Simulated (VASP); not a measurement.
RbCl (rocksalt type), 2 atoms in the cell. The structure is cubic, space group Fm-3m (No. 225). The conventional cell has a = 6.698 Å, b = 6.698 Å, c = 6.698 Å, α = 90.00°, β = 90.00°, γ = 90.00°. Rb (site symmetry m-3m) has 6 Cl at 3.35 Å within 4.4 Å. Cl (site symmetry m-3m) has 6 Rb at 3.35 Å within 4.4 Å. 

```yaml
Program: VASP 6.6.1
Task: single point
Functional: PBE
Potentials_or_basis: VASP PAW PBE potentials, release 64 (Rb_sv, Cl)
Cutoff: 400 eV
k_mesh: 13 × 13 × 13
Occupations: fermi-dirac, width 0.1 eV
Spin: no spin polarisation
Dipole_correction: no
k_mesh_for_the_DOS: 20 × 20 × 20
Occupations_for_the_DOS: tetrahedron
Further_INCAR_settings: ALGO = Normal; EDIFF = 1e-06; NBANDS = 15
```

Potentials or basis: VASP PAW PBE potentials, release 64 (Rb_sv, Cl).

The run is started by

```sh
$ cat potpaw_PBE.64/Rb_sv/POTCAR potpaw_PBE.64/Cl/POTCAR > POTCAR
$ cp INCAR.step1 INCAR
$ cp KPOINTS.step1 KPOINTS
$ mpirun -np 1 vasp_std > vasp.out
$ cp INCAR.step2 INCAR
$ cp KPOINTS.step2 KPOINTS
$ mpirun -np 1 vasp_std > vasp.out
```

Hardware: 1 thread of AMD EPYC 9R45 96-Core Processor (Zen 5), on a shared host.

Task: How long does it take, and how much memory?

Result: Run time: 58 s on 1 thread of AMD EPYC 9R45 96-Core Processor (Zen 5) (shared host), peak memory 0.27 GiB. Counts: k points 256.
